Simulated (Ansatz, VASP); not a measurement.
**W2C in VASP and in Ansatz**

```xyz
3
Lattice="3.0700 0.0000 0.0000 -1.5350 2.6587 0.0000 0.0000 0.0000 4.6784" Properties=species:S:1:pos:R:3 pbc="T T T"
W     0.0000    1.7725    3.4917
W     1.5350    0.8862    1.1868
C     0.0000    0.0000    0.0000
```

Alike in both runs: task single point; functional PBE; k mesh 6 × 6 × 4; occupations gaussian, width 0.1 eV; collinear spin.

```csv
,VASP,Ansatz
version,VASP 6.6.1,Ansatz 0.2.0
potentials or method,"VASP PAW PBE potentials, release 64 (W_sv, C), cutoff 600 eV","scalar-relativistic, plane waves, PAW"
valence electrons in the cell,32,32
```

|  | VASP | Ansatz | Ansatz less VASP |
| --- | --- | --- | --- |
| gap on the k mesh at the Fermi level (eV) | none | none | - |
| pressure (GPa) | -1.2 | -1.9 | -0.70 |
| traceless stress, the component that is largest in VASP (GPa) | -1.09 | -1.06 | +0.034 |
| net moment per atom (μB) | 0.00 | 0.00 | 0.000 |

A gap of «none» marks a metal or a gap that the smearing closes. With one functional, cell and mesh, what is left measures potentials, basis and numerics. Ansatz's warnings: no starting moments, stability check not made.

The k mesh is coarse, so the values compare programs but aren't converged. Neither program's run includes spin-orbit coupling.
